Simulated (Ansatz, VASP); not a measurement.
Na in VASP and in Ansatz

File POSCAR:

```
Na
1.0
    3.1869303511      0.0000000000      0.0000000000
   -1.5934651755      2.7599626442      0.0000000000
    0.0000000000      0.0000000000     10.4095129558
Na
4
Direct
    0.0000000000      0.0000000000      0.0000000000
    0.0000000000      0.0000000000      0.5000000000
    0.3333333333      0.6666666667      0.2500000000
    0.6666666667      0.3333333333      0.7500000000
```

File INCAR.step1:

```
SYSTEM = Na
PREC = Accurate ; ENCUT = 600
ISMEAR = 0 ; SIGMA = 0.1
LREAL = .False. ; LASPH = .True.
NELM = 100 ; GGA = PE
ALGO = Normal ; EDIFF = 1E-4
LWAVE = .True. ; LCHARG = .False.
```

File INCAR.step2:

```
SYSTEM = Na
PREC = Accurate ; ENCUT = 600
EDIFF = 1E-7 ; ISMEAR = 0
SIGMA = 0.1 ; LREAL = .False.
LASPH = .True. ; NELM = 100
ALGO = Normal ; ISIF = 3
LWAVE = .False. ; LCHARG = .False.
METAGGA = R2SCAN ; LMIXTAU = .True.
IBRION = 2 ; NSW = 80
EDIFFG = -0.05 ; ISTART = 1
```

Contents of KPOINTS:

```
regular mesh
0
Gamma
  6 6 2
  0 0 0
```

Input for Ansatz:

```yaml
crystal:
  lattice:
    - [3.1869303511, 0.0, 0.0]
    - [-1.5934651755, 2.7599626442, 0.0]
    - [0.0, 0.0, 10.4095129558]
  atoms:
    - { symbol: Na, position: [0.0, 0.0, 0.0] }
    - { symbol: Na, position: [0.0, 0.0, 0.5] }
    - { symbol: Na, position: [0.3333333333, 0.6666666667, 0.25] }
    - { symbol: Na, position: [0.6666666667, 0.3333333333, 0.75] }
basis:
  ecutwfc: 500
kpoints:
  mp_grid: { grid: [6, 6, 2] }
hamiltonian:
  xc: r2scan
scf:
  occupations: { method: gaussian, width: 0.1 }
output:
  forces: true
  stress: true
  eigenvalues: true
relax:
  adjacent_minimum: "off"
  f_tol: 0.05
  max_steps: 60
  cell: { stress_tol: 0.5 }
```

Alike in both runs: task relaxation of cell and atoms; functional r2SCAN; k mesh 6 × 6 × 2; occupations gaussian, width 0.1 eV; no spin polarisation.

```csv
,VASP,Ansatz
version,VASP 6.6.1,Ansatz 0.2.0
potentials or method,"VASP PAW PBE potentials, release 64 (Na_pv), cutoff 600 eV","scalar-relativistic, plane waves, PAW"
valence electrons in the cell,28,36
```

```tsv
	VASP	Ansatz	Ansatz less VASP
gap on the k mesh at the Fermi level, each at its own relaxed structure (eV)	none	none	-
relaxed volume (Å³/atom)	36.41	37.89	+1.480
relaxed cell length with the largest relative difference (Å)	3.757	3.813	+0.0557
```

VASP's potentials were made for PBE, not for r2SCAN. A gap of «none» marks a metal or a gap that the smearing closes. VASP's potentials hold 28 valence electrons a cell and Ansatz's 36, so a difference there can come from the potentials and not from the codes.

The k mesh is coarse, so the values compare programs but aren't converged. Noted on VASP's run: the volume moved by over 15 % at a fixed basis, so the end points are rough.
